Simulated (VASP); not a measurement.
# La (Im-3m) in VASP: notebook

Aim: see how the results for La move with the level of theory and the settings. Levels: r2SCAN50, PBE0+D4, r2SCAN0+D4, r2SCAN. Tasks: single point.

Everything below comes from runs of VASP 6.6.1. Logs are shortened: lines on timing, memory, paths and dates and some standing lists are left out, and cuts for length are marked.

**1. The cell of the first run**

It takes space group Im-3m (No. 229, cubic). Conventional cell: a = 4.219 Å, b = 4.219 Å, c = 4.219 Å, α = 90.00°, β = 90.00°, γ = 90.00°. Within 4.8 Å of La (site symmetry m-3m) lie 14 La at 3.65 to 4.22 Å.

This isn't the form of La at room conditions, which is double hcp.

**2. Single point, r2SCAN50**

Input file POSCAR:

```
La
1.0
   -2.1095767417      2.1095767417      2.1095767417
    2.1095767417     -2.1095767417      2.1095767417
    2.1095767417      2.1095767417     -2.1095767417
La
1
Direct
    0.0000000000      0.0000000000      0.0000000000
```

Input file INCAR.step1:

```
SYSTEM = La
ALGO     = Normal         ! electronic algorithm
EDIFF    = 1E-5           ! SCF threshold, eV
ENCUT    = 520            ! plane-wave cutoff, eV
GGA      = PE             ! functional
ISIF     = 2              ! what is computed and relaxed
ISMEAR   = 0              ! smearing method
LASPH    = .True.         ! aspherical terms in the spheres
LCHARG   = .False.        ! write CHGCAR
LREAL    = .False.        ! projectors in reciprocal space
LWAVE    = .True.         ! write WAVECAR
NBANDS   = 12             ! bands
NELM     = 80             ! most SCF steps
PREC     = Accurate       ! precision mode
SIGMA    = 0.025          ! smearing width, eV
```

Input file INCAR.step2:

```
SYSTEM = La
AEXX     = 0.5            ! exact-exchange fraction
ALGO     = Normal         ! electronic algorithm
EDIFF    = 1E-6           ! SCF threshold, eV
ENCUT    = 520            ! plane-wave cutoff, eV
ISIF     = 2              ! what is computed and relaxed
ISMEAR   = 0              ! smearing method
ISTART   = 1            
LASPH    = .True.         ! aspherical terms in the spheres
LCHARG   = .False.        ! write CHGCAR
LHFCALC  = .True.         ! exact exchange
LMIXTAU  = .True.       
LREAL    = .False.        ! projectors in reciprocal space
LWAVE    = .False.        ! write WAVECAR
METAGGA  = R2SCAN         ! meta-GGA
NBANDS   = 12             ! bands
NELM     = 80             ! most SCF steps
PREC     = Accurate       ! precision mode
PRECFOCK = Normal       
SIGMA    = 0.025          ! smearing width, eV
```

Input file KPOINTS:

```
k-points
0
Gamma
  6 6 6
  0 0 0
```

Potentials or basis: VASP PAW PBE potentials, release 64 (La).

Started as:

```sh
> cat potpaw_PBE.64/La/POTCAR > POTCAR
> cp INCAR.step1 INCAR
> mpirun -np 1 vasp_std > vasp.out
> cp INCAR.step2 INCAR
> mpirun -np 1 vasp_std > vasp.out
```

OUTCAR:

```text
SYSTEM = La
   AEXX = 0.5
   EDIFF = 1E-6
   ENCUT = 520
   ISIF = 2
   ISMEAR = 0
   ISTART = 1
   LASPH = .True.
   LHFCALC = .True.
   LREAL = .False.
   METAGGA = R2SCAN
   NELM = 80
   PREC = Accurate
   PRECFOCK = Normal

 ion  position               nearest neighbor table
   1  0.000  0.000  0.000-

  LATTYP: Found a body centered cubic cell.
 ALAT       =     4.2191534834

  Lattice vectors:

 A1 = (  -2.1095767417,   2.1095767417,   2.1095767417)
 A2 = (   2.1095767417,  -2.1095767417,   2.1095767417)
 A3 = (   2.1095767417,   2.1095767417,  -2.1095767417)

Analysis of symmetry for initial positions (statically):
=====================================================================
 Subroutine PRICEL returns:
 Original cell was already a primitive cell.

 Routine SETGRP: Setting up the symmetry group for a
 body centered cubic supercell.

 Subroutine GETGRP returns: Found 48 space group operations
 (whereof 48 operations were pure point group operations)
 out of a pool of 48 trial point group operations.

The static configuration has the point symmetry O_h .

Analysis of symmetry for dynamics (positions and initial velocities):
=====================================================================
 Subroutine PRICEL returns:
 Original cell was already a primitive cell.

 Routine SETGRP: Setting up the symmetry group for a
 body centered cubic supercell.

 Subroutine GETGRP returns: Found 48 space group operations
 (whereof 48 operations were pure point group operations)
 out of a pool of 48 trial point group operations.

The dynamic configuration has the point symmetry O_h .

 Subroutine INISYM returns: Found 48 space group operations
 (whereof 48 operations are pure point group operations),
 and found     1 'primitive' translations

----------------------------------------------------------------------------------------

                                     Primitive cell

  volume of cell :      37.5531

  direct lattice vectors                    reciprocal lattice vectors
    -2.109576742  2.109576742  2.109576742     0.000000000  0.237014369  0.237014369
     2.109576742 -2.109576742  2.109576742     0.237014369  0.000000000  0.237014369
     2.109576742  2.109576742 -2.109576742     0.237014369  0.237014369  0.000000000

  length of vectors
     3.653894099  3.653894099  3.653894099     0.335188935  0.335188935  0.335188935

  position of ions in fractional coordinates (direct lattice)
     0.000000000  0.000000000  0.000000000

  ion indices of the primitive-cell ions
   primitive index   ion index
                 1           1

----------------------------------------------------------------------------------------

 KPOINTS: k-points

Automatic generation of k-mesh.
 Grid dimensions read from file:
 generate k-points for:    6    6    6

 Generating k-lattice:

  Cartesian coordinates                     Fractional coordinates (reciprocal lattice)
     0.000000000  0.039502395  0.039502395     0.166666667  0.000000000  0.000000000
     0.039502395  0.000000000  0.039502395     0.000000000  0.166666667  0.000000000
     0.039502395  0.039502395  0.000000000     0.000000000  0.000000000  0.166666667

  Length of vectors
     0.055864822  0.055864822  0.055864822

  Shift w.r.t. Gamma in fractional coordinates (k-lattice)
     0.000000000  0.000000000  0.000000000

 Subroutine IBZKPT returns following result:
 ===========================================

 Found     16 irreducible k-points:

 Following reciprocal coordinates:
            Coordinates               Weight
  0.000000  0.000000  0.000000      1.000000
  0.166667  0.000000  0.000000     12.000000
  0.333333  0.000000  0.000000     12.000000
  0.500000  0.000000  0.000000      6.000000
  0.166667  0.166667  0.000000     24.000000
  0.333333  0.166667  0.000000     48.000000
[... 8 lines left out ...]
  0.500000  0.500000  0.333333     12.000000
  0.500000  0.500000  0.500000      1.000000
   k-points           NKPTS =     16   k-points in BZ     NKDIM =    216   number of bands    NBANDS=     12
   number of dos      NEDOS =    301   number of ions     NIONS =      1
   total plane-waves  NPLWV =  21952
   dimension x,y,z NGX =    28 NGY =   28 NGZ =   28
   dimension x,y,z NGXF=    56 NGYF=   56 NGZF=   56
   ions per type =               1
   NGX,Y,Z   is equivalent  to a cutoff of  12.74, 12.74, 12.74 a.u.
   NGXF,Y,Z  is equivalent  to a cutoff of  25.48, 25.48, 25.48 a.u.
 SYSTEM =  La
   PREC   = accura    normal or accurate (medium, high low for compatibility)
   ISTART =      1    job   : 0-new  1-cont  2-samecut
   ICHARG =      0    charge: 1-file 2-atom 10-const
   ISPIN  =      1    spin polarized calculation?
   LNONCOLLINEAR =      F non collinear calculations
   LSORBIT =      F    spin-orbit coupling
   LASPH  =      T    aspherical Exc in radial PAW
   ENCUT  =  520.0 eV  38.22 Ry    6.18 a.u.   6.79  6.79  6.79*2*pi/ulx,y,z
   NELM   =     80;   NELMIN=  2; NELMDL=  0     # of ELM steps
   EDIFF  = 0.1E-05   stopping-criterion for ELM
   LREAL  =      F    real-space projection
   EDIFFG = 0.1E-04   stopping-criterion for IOM
   NSW    =      0    number of steps for IOM
   IBRION =     -1    ionic relax: 0-MD 1-quasi-New 2-CG
   NFREE  =      0    steps in history (QN), initial steepest desc. (CG)
   ISIF   =      2    stress and relaxation
   ISYM   =      3    0-nonsym 1-usesym 2-fastsym
   POTIM  = 0.5000    time-step for ionic-motion
   TEBEG  =    0.0;   TEEND  =   0.0 temperature during run
   PSTRESS=    0.0 pullay stress
   NELECT =      11.0000    total number of electrons
   NUPDOWN=      -1.0000    fix difference up-down
   EMIN   =  10.00;   EMAX   =-10.00  energy-range for DOS
   EFERMI =   0.00;   METHOD = LEGACY
   ISMEAR =     0;   SIGMA  =   0.03  broadening in eV -4-tet -1-fermi 0-gaus
   EFERMI_NEDOS =   21; number of points for ismear=-14 and -15
   IALGO  =     38    algorithm
   IMIX   =      1    mixing-type and parameters
     AMIX     =   0.40;   BMIX     =  1.00
     AMIX_MAG =   1.60;   BMIX_MAG =  1.00
  volume/ion in A,a.u.               =      37.55       253.42
  Fermi-wavevector in a.u.,A,eV,Ry     =   1.087236  2.054578 16.083197  1.182082
  Thomas-Fermi vector in A             =   2.223391
   LORBIT       =      0    0 simple, 1 ext, 2 COOP (PROOUT), +10 PAW based schemes
   METAGGA = R2SCAN    functional components
   LHFCALC =     T    Hartree Fock is set to
   PRECFOCK=normal    Normal, Fast or Accurate (Low or Medium for compatibility)
   ENCUT4O =  -1.0   cutoff for four orbital integrals eV
   NKREDX  =     1    reduce k-point grid by
   NKREDY  =     1    reduce k-point grid by
   NKREDZ  =     1    reduce k-point grid by
   AEXX    =    0.5000 exact exchange contribution
   HFSCREEN=    0.0000 screening length (either q_TF or 0.3 A-1)
   HFSCREENC=   0.0000 screening length for correlation (either q_TF or 0.3 A-1)
   ENCUTFOCK=  -1.0 apply spherical cutoff to Coloumb kernel
   IVDW    =     0    specifies the selected vdW correction
   LEPSILON=     F    determine dielectric tensor
   LRPA    =     F    only Hartree local field effects (RPA)
 non-spin polarized calculation
 Gauss-broadening in eV      SIGMA  =   0.03
  energy-cutoff  :      520.00
  volume of cell :       37.55
 maximum number of plane-waves:      1048
  NGX = 24; NGY = 24; NGZ = 24

 number of electron      11.0000000 magnetization

 Free energy of the ion-electron system (eV)
  ---------------------------------------------------
  ext. energy  EPLUGINS =         0.00000000
  ---------------------------------------------------
  free energy    TOTEN  =       -18.31197552 eV

  energy without entropy =      -18.30905296  energy(sigma->0) =      -18.31051424

 E-fermi :   8.0029     XC(G=0):  -5.7466

 val. band max:        7.9962736583   @ k =   0.3333   0.1667   0.0000
 cond. band min:       8.5761269734   @ k =  -0.3333   0.3333   0.1667
 fundamental gap:      0.5798533151
 Fermi energy:         8.0028867934

 k-point     1 :       0.0000    0.0000    0.0000
  band No.  band energies     occupation
      1     -31.6691      2.00000
      2     -12.0585      2.00000
      3     -12.0585      2.00000
      4     -12.0585      2.00000
      5       2.3835      2.00000
      6      11.1185      0.00000
      7      11.1185      0.00000
      8      11.1185      0.00000
      9      13.5602      0.00000
     10      14.0562      0.00000
     11      14.0562      0.00000
     12      14.0562      0.00000

 k-point     2 :       0.1667    0.0000    0.0000
  band No.  band energies     occupation
      1     -31.6055      2.00000
      2     -12.5370      2.00000
      3     -12.1846      2.00000
      4     -12.0669      2.00000
      5       3.4647      2.00000
      6      10.3169      0.00000
      7      10.3645      0.00000
      8      11.9476      0.00000
      9      12.7099      0.00000
     10      13.0096      0.00000
     11      14.7035      0.00000
     12      14.8814      0.00000

 k-point     3 :       0.3333    0.0000    0.0000
  band No.  band energies     occupation
      1     -31.4753      2.00000
      2     -13.3718      2.00000
      3     -12.4282      2.00000
      4     -12.0853      2.00000
      5       4.8519      2.00000
      6       9.0929      0.00000
      7       9.9587      0.00000
      8      13.0917      0.00000
      9      13.4410      0.00000
     10      13.9523      0.00000
     11      15.3094      0.00000
     12      15.4095      0.00000

 k-point     4 :       0.5000    0.0000    0.0000
  band No.  band energies     occupation
      1     -31.4087      2.00000
      2     -13.7438      2.00000
      3     -12.5455      2.00000
      4     -12.0937      2.00000
      5       4.6862      2.00000
      6       7.6412      2.00000
      7      11.3176      0.00000
      8      13.6933      0.00000
      9      13.7279      0.00000
     10      15.0420      0.00000
     11      15.1921      0.00000
     12      15.6316      0.00000

 k-point     5 :       0.1667    0.1667    0.0000
  band No.  band energies     occupation
      1     -31.5084      2.00000
      2     -13.1067      2.00000
      3     -12.3684      2.00000
      4     -12.1663      2.00000
      5       5.0161      2.00000
      6       9.1023      0.00000
      7       9.5902      0.00000
      8      12.3115      0.00000
      9      13.5466      0.00000
     10      14.0199      0.00000
     11      14.9216      0.00000
     12      15.2094      0.00000
[... 108 lines left out ...]
      1     -31.3461      2.00000
      2     -13.3939      2.00000
      3     -12.9934      2.00000
      4     -12.4654      2.00000
      5       6.4430      2.00000
      6       6.5908      2.00000
      7       9.5993      0.00000
      8      12.5000      0.00000
      9      13.5771      0.00000
     10      14.8815      0.00000
     11      15.7238      0.00000
     12      15.7250      0.00000

 k-point    14 :      -0.3333    0.3333    0.3333
  band No.  band energies     occupation
      1     -31.3313      2.00000
      2     -13.1857      2.00000
      3     -12.8665      2.00000
      4     -12.8665      2.00000
      5       5.8224      2.00000
      6       6.0252      2.00000
      7      12.0248      0.00000
      8      12.0248      0.00000
      9      13.3579      0.00000
     10      13.5183      0.00000
     11      15.7739      0.00000
     12      15.7739      0.00000

 k-point    15 :       0.5000    0.5000    0.3333
  band No.  band energies     occupation
      1     -31.2823      2.00000
      2     -13.3028      2.00000
      3     -13.0018      2.00000
      4     -12.9045      2.00000
      5       5.1278      2.00000
      6       5.4801      2.00000
      7      12.1780      0.00000
      8      12.3229      0.00000
      9      14.5518      0.00000
     10      14.7718      0.00000
     11      15.8035      0.00000
     12      15.8501      0.00000

 k-point    16 :       0.5000    0.5000    0.5000
  band No.  band energies     occupation
      1     -31.2394      2.00000
      2     -13.1391      2.00000
      3     -13.1391      2.00000
      4     -13.1391      2.00000
      5       4.4495      2.00000
      6       4.4495      2.00000
      7      14.3604      0.00000
      8      14.3604      0.00000
      9      14.3604      0.00000
     10      14.7806      0.00000
     11      15.9788      0.00000
     12      15.9788      0.00000

------------------------ aborting loop because EDIFF is reached ----------------------------------------

  FORCE on cell =-STRESS in cart. coord.  units (eV):
  Direction    XX          YY          ZZ          XY          YZ          ZX
  --------------------------------------------------------------------------------------
  -------------------------------------------------------------------------------------
  Total        0.6550233      0.6550233      0.6550233      0.0000000      0.0000000     -0.0000000
  in kB       27.9461104     27.9461104     27.9461104      0.0000000      0.0000000     -0.0000000
  external PRESSURE =      27.9461104 kB  Pullay stress =       0.0000000 kB

 VOLUME and BASIS-vectors are now :
 -----------------------------------------------------------------------------
  energy-cutoff  :      520.00
  volume of cell :       37.55
      direct lattice vectors                 reciprocal lattice vectors
    -2.109576742  2.109576742  2.109576742     0.000000000  0.237014369  0.237014369
     2.109576742 -2.109576742  2.109576742     0.237014369  0.000000000  0.237014369
     2.109576742  2.109576742 -2.109576742     0.237014369  0.237014369  0.000000000

 POSITION                                       TOTAL-FORCE (eV/Angst)
 -----------------------------------------------------------------------------------
      0.00000      0.00000      0.00000         0.000000      0.000000      0.000000
 -----------------------------------------------------------------------------------
    total drift:                               -0.000001     -0.000001     -0.000001

  FREE ENERGIE OF THE ION-ELECTRON SYSTEM (eV)
  ---------------------------------------------------
  free  energy   TOTEN  =       -18.3119755244 eV

  energy  without entropy=      -18.3090529649  energy(sigma->0) =      -18.31051424
```

Run time: 12 min. Hardware: 1 thread of Intel Xeon Platinum 8488C (Sapphire Rapids), shared host; peak memory 0.19 GiB.

Results:

```
Free energy            : -18.3120 eV
Pressure               : 2.8 GPa
Band gap on the k mesh : zero (an odd number of electrons rules out a gap without spin polarisation)
```

Caveat: the PAW data sets were made with another functional, which shifts forces and pressure a little; spin-orbit coupling is left out, which moves the levels of the heavy elements.

(Continued in part 2 of 2.)

The gap in the log of VASP goes by the Fermi energy; the results here count the filled bands.